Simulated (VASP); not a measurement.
Set up this calculation in VASP 6.6.1, as the native input.

| Quantity | Value |
| --- | --- |
| Task | single point |
| Functional | r2SCAN |
| Potentials or basis | VASP PAW PBE potentials, release 64 (B, P) |
| Cutoff | 520 eV |
| k mesh | 6 × 6 × 6 |
| Occupations | gaussian, width 0.05 eV |
| Spin | no spin polarisation |
| Dipole correction | no |
| Further INCAR settings | ALGO = Normal; EDIFF = 1e-07; NBANDS = 26 |

Crystal: BP.

```
B P
1.0
     4.53800    0.00000    0.00000
     0.00000   -4.53800    0.00000
     0.00000    0.00000   -4.53800
B P
4 4
Cartesian
  0.0000 -2.2690 -2.2690
  2.2690 0.0000 -2.2690
  2.2690 -2.2690 0.0000
  0.0000 0.0000 0.0000
  3.4035 -3.4035 -3.4035
  1.1345 -1.1345 -3.4035
  1.1345 -3.4035 -1.1345
  3.4035 -1.1345 -1.1345
```

The input as run:

POSCAR

```
BP
1.0
    4.5380000000      0.0000000000      0.0000000000
    0.0000000000     -4.5380000000      0.0000000000
    0.0000000000      0.0000000000     -4.5380000000
B P
4 4
Direct
    0.0000000000      0.5000000000      0.5000000000
    0.5000000000      0.0000000000      0.5000000000
    0.5000000000      0.5000000000      0.0000000000
    0.0000000000      0.0000000000      0.0000000000
    0.7500000000      0.7500000000      0.7500000000
    0.2500000000      0.2500000000      0.7500000000
    0.2500000000      0.7500000000      0.2500000000
    0.7500000000      0.2500000000      0.2500000000
```

INCAR.step1

```
SYSTEM = BP
ALGO = Normal ; EDIFF = 1E-4
ENCUT = 520 ; GGA = PE
ISMEAR = 0 ; LASPH = .TRUE.
LCHARG = .FALSE. ; LREAL = .FALSE.
LWAVE = .TRUE. ; NBANDS = 26
NELM = 100 ; PREC = Accurate
SIGMA = 0.05
```

INCAR.step2

```
SYSTEM = BP
ALGO = Normal ; EDIFF = 1E-7
ENCUT = 520 ; ISIF = 2
ISMEAR = 0 ; ISTART = 1
LASPH = .TRUE. ; LCHARG = .FALSE.
LMIXTAU = .TRUE. ; LREAL = .FALSE.
LWAVE = .FALSE. ; METAGGA = R2SCAN
NBANDS = 26 ; NELM = 100
PREC = Accurate ; SIGMA = 0.05
```

KPOINTS

```
k-points
0
G
  6 6 6
  0 0 0
```

Potentials or basis: VASP PAW PBE potentials, release 64 (B, P).

The run is started by

```sh
$ cat potpaw_PBE.64/B/POTCAR potpaw_PBE.64/P/POTCAR > POTCAR
$ cp INCAR.step1 INCAR
$ mpirun -np 1 vasp_std > vasp.out
$ cp INCAR.step2 INCAR
$ mpirun -np 1 vasp_std > vasp.out
```

Results of the run:

```yaml
Pressure: -0.7 GPa
Band_gap_on_the_k_mesh: 1.44 eV
```

Caveat: the PAW data sets were made with another functional, which shifts forces and pressure a little.

Wall time 99 s on 1 thread of Intel(R) Xeon(R) Platinum 8488C (Sapphire Rapids) (shared host), peak memory 0.22 GiB.
